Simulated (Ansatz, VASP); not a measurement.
## SiNi in VASP and in Ansatz

Contents of INCAR:

```
  ALGO = Normal
  EDIFF = 1E-6
  ENCUT = 520
  GGA = PS
  ISIF = 2
  ISMEAR = -1
  LASPH = T
  LCHARG = F
  LREAL = F
  LWAVE = F
  NBANDS = 14
  NELM = 60
  PREC = Accurate
  SIGMA = 0.08
```

The input KPOINTS:

```
k-points
0
Gamma
  14 14 14
```

File POSCAR:

```
SiNi
1.0
    0.0000000000      2.2940674667      2.2940674667
    2.2940674667      0.0000000000      2.2940674667
    2.2940674667      2.2940674667      0.0000000000
Ni Si
1 1
Direct
    0.0000000000      0.0000000000      0.0000000000
    0.5000000000      0.5000000000      0.5000000000
```

Input for Ansatz:

```yaml
crystal:
  lattice:
    - [0.0, 2.2940674667, 2.2940674667]
    - [2.2940674667, 0.0, 2.2940674667]
    - [2.2940674667, 2.2940674667, 0.0]
  atoms:
    - { symbol: Ni, position: [0.0, 0.0, 0.0] }
    - { symbol: Si, position: [0.5, 0.5, 0.5] }
kpoints:
  mp_grid: { grid: [14, 14, 14] }
scf:
  occupations: { method: fermi_dirac, width: 0.08 }
hamiltonian:
  xc: pbesol
  pseudopotentials: { kind: all_electron, lapw: { basis_error: 0.001 } }
output:
  forces: true
  stress: true
  eigenvalues: true
  populations: true
```

Change from the starting cell: volume scaled by 0.94, LAPW.

Alike in both runs: task single point; functional PBEsol; k mesh 14 × 14 × 14; occupations fermi-dirac, width 0.08 eV; no spin polarisation.

|  | VASP | Ansatz |
| --- | --- | --- |
| version | VASP 6.6.1 | Ansatz 0.2.0 |
| potentials or method | VASP PAW PBE potentials, release 64 (Ni, Si), cutoff 520 eV | all-electron LAPW, scalar-relativistic |

VASP gave:

- pressure (GPa): 11.3

Problem. Which values does Ansatz return?

Solution. Pressure (GPa): 11.1.

VASP's potentials were made for PBE, not for PBEsol. Ansatz ran all-electron here, and VASP with PAW potentials.
